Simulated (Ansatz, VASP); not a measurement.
One calculation of Bi, two programs

The input INCAR:

```
  PREC = Accurate
  ENCUT = 520
  EDIFF = 1E-6
  ISMEAR = -1
  SIGMA = 0.05
  LREAL = F
  LASPH = T
  NELM = 100
  ALGO = Normal
  ISIF = 2
  LWAVE = F
  LCHARG = F
  GGA = PE
  NBANDS = 22
```

KPOINTS

```
Automatic mesh
0
Gamma
  8 8 8
```

File POSCAR:

```
Bi
1.0
    2.2675000000      1.3091417354      3.9380000000
   -2.2675000000      1.3091417354      3.9380000000
    0.0000000000     -2.6182834708      3.9380000000
Bi
2
Direct
    0.1357200000      0.1357200000      0.3457200000
    0.8642800000      0.8642800000      0.6542800000
```

Input for Ansatz:

```yaml
crystal:
  lattice:
    - [2.2675, 1.3091417354, 3.938]
    - [-2.2675, 1.3091417354, 3.938]
    - [0.0, -2.6182834708, 3.938]
  atoms:
    - { symbol: Bi, position: [0.13572, 0.13572, 0.34572] }
    - { symbol: Bi, position: [0.86428, 0.86428, 0.65428] }
kpoints:
  mp_grid: { grid: [8, 8, 8] }
scf:
  occupations: { method: fermi_dirac, width: 0.05 }
hamiltonian:
  xc: pbe
  pseudopotentials: { kind: paw }
output:
  forces: true
  stress: true
  eigenvalues: true
  populations: true
```

Change from the starting cell: shortest bond scaled by 0.58, PAW files.

Alike in both runs: task single point; functional PBE; k mesh 8 × 8 × 8; occupations fermi-dirac, width 0.05 eV; no spin polarisation.

|  | VASP | Ansatz |
| --- | --- | --- |
| version | VASP 6.6.1 | Ansatz 0.2.0 |
| potentials or method | VASP PAW PBE potentials, release 64 (Bi_d) | PAW with Ansatz's default frozen-core files, scalar-relativistic |
| plane-wave cutoff (eV) | 520 | 420 |
| valence electrons in the cell | 30 | 30 |

```tsv
	VASP	Ansatz	Ansatz less VASP
pressure (GPa)	103.6	108.3	+4.64
traceless stress, the component that is largest in VASP (GPa)	134.30	139.91	+5.607
rms of the force components (eV/Å)	42.898	44.800	+1.9016
```

Atom by atom the forces differ by 1.902 eV/Å (rms over components). Both programs put the cell under a high pressure, so it lies far from rest at this level. With one functional, cell and mesh, what is left measures potentials, basis and numerics.

Spin-orbit coupling is off throughout. Noted on VASP's run: the cell as given lies far from equilibrium.
